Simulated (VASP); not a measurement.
Input of a VASP 6.6.1 run:

INCAR

```
  ALGO = Normal
  EDIFF = 1E-6
  EDIFFG = -0.005
  ENCUT = 600
  GGA = PE
  IBRION = 2
  ISIF = 3
  ISMEAR = -1
  LASPH = T
  LCHARG = F
  LREAL = F
  LWAVE = F
  NELM = 100
  NSW = 32
  PREC = Accurate
  PSTRESS = 140.0
  SIGMA = 0.05
```

Contents of KPOINTS:

```
k-points
0
Gamma
  14 14 14
```

The input POSCAR:

```
CoSi
1.0
    2.7260211803      0.0000000000      0.0000000000
    0.0000000000      2.7260211803      0.0000000000
    0.0000000000      0.0000000000      2.7260211803
Co Si
1 1
Direct
    0.0000000000      0.0000000000      0.0000000000
    0.5000000000      0.5000000000      0.5000000000
```

Potentials or basis: VASP PAW PBE potentials, release 64 (Co, Si).

Command:

```bash
$ cat potpaw_PBE.64/Co/POTCAR potpaw_PBE.64/Si/POTCAR > POTCAR
$ mpirun -np 1 vasp_std > vasp.out
```

Task: Estimate the relaxed volume.

Result: 10.12 Å³/atom.

Task: Estimate the relaxed cell.

Result: a = 2.726 Å, b = 2.726 Å, c = 2.726 Å, α = 90.00°, β = 90.00°, γ = 90.00°.

Task: What does it give for the space group after relaxing (to 0.05 Å)?

Result: Pm-3m (No. 221).

The path:
| step | energy change (eV) | largest force (eV/Å) | pressure (GPa) | volume (Å³) |
| --- | --- | --- | --- | --- |
| 1 | 0.0000 | 0.0000 | 13.82 | 20.26 |
| 2 | 0.0029 | 0.0000 | 14.28 | 20.23 |
| 3 | 0.0008 | 0.0000 | 14.03 | 20.25 |

Caveat: the cell is relaxed towards a set pressure, so the enthalpy falls and the energy may rise. Spin polarisation is off, so any magnetic state and its effect on volume and gap are missing.
